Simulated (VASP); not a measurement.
Set up this calculation in VASP 6.6.1, as the native input.

```
Task                   : single point
Functional             : LDA
Potentials or basis    : VASP PAW LDA potentials, release 64 (Cs_sv, H)
Cutoff                 : 520 eV
k mesh                 : 8 × 8 × 8
Occupations            : gaussian, width 0.02 eV
Spin                   : no spin polarisation
Dipole correction      : no
Further INCAR settings : ALGO = Normal; EDIFF = 1e-06; NBANDS = 12
```

The structure of CsH lies in POSCAR:

```
CsH
1.0
    3.6385986723      0.0000000000      0.0000000000
    0.0000000000      3.6385986723      0.0000000000
    0.0000000000      0.0000000000      3.6385986723
Cs H
1 1
Direct
    0.0000000000      0.0000000000      0.0000000000
    0.5000000000      0.5000000000      0.5000000000
```

The input as run:

INCAR

```
  PREC = Accurate
  ENCUT = 520
  EDIFF = 1E-6
  ISMEAR = 0
  SIGMA = 0.02
  LREAL = False
  LASPH = True
  NELM = 80
  ALGO = Normal
  ISIF = 2
  LWAVE = False
  LCHARG = False
  NBANDS = 12
```

KPOINTS

```
regular mesh
0
Gamma
  8 8 8
```

Potentials or basis: VASP PAW LDA potentials, release 64 (Cs_sv, H).

Launch:

```console
$ cat potpaw_LDA.64/Cs_sv/POTCAR potpaw_LDA.64/H/POTCAR > POTCAR
$ mpirun -np 1 vasp_std > vasp.out
```

Results of the run:

- Pressure: 0.1 GPa
- Band gap on the k mesh: 2.35 eV, direct

Caveat: spin-orbit coupling is left out, which moves the levels of the heavy elements.

Wall time 11 s on 1 thread of Intel(R) Xeon(R) 6975P-C (Granite Rapids), with other jobs on the host, peak memory 0.14 GiB.
